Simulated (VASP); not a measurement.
A run of VASP 6.6.1 is set up as follows.

INCAR

```
PREC = Accurate ; ENCUT = 600
EDIFF = 1E-6 ; ISMEAR = 0
SIGMA = 0.01 ; LREAL = F
LASPH = T ; NELM = 200
ALGO = Normal ; ISIF = 2
LWAVE = F ; LCHARG = T
LNONCOLLINEAR = T ; MAGMOM = 0 0 0 0 0 0
LORBIT = 11 ; LSORBIT = T
GGA_COMPAT = F ; LORBMOM = T
GGA = PS ; LVHAR = T
NBANDS = 20
```

KPOINTS

```
regular mesh
0
Gamma
  10 10 10
```

The input POSCAR:

```
BN
1.0
    0.0000000000      1.8025484886      1.8025484886
    1.8025484886      0.0000000000      1.8025484886
    1.8025484886      1.8025484886      0.0000000000
B N
1 1
Direct
    0.0000000000      0.0000000000      0.0000000000
    0.2500000000      0.2500000000      0.2500000000
```

Potentials or basis: VASP PAW PBE potentials, release 64 (B, N).

Launch:

```sh
$ cat potpaw_PBE.64/B/POTCAR potpaw_PBE.64/N/POTCAR > POTCAR
$ mpirun -np 1 vasp_ncl > vasp.out
```

Problem. Predict the pressure.

Solution. 0.6 GPa.

Problem. Predict the net moment.

Solution. 0.00 μB per cell.

Moments on the atoms (μB; x, y, z):
```
B   0.00 0.00 0.00
N   0.00 0.00 0.00
```

Caveat: the PAW data sets were made with another functional, which shifts forces and pressure a little.
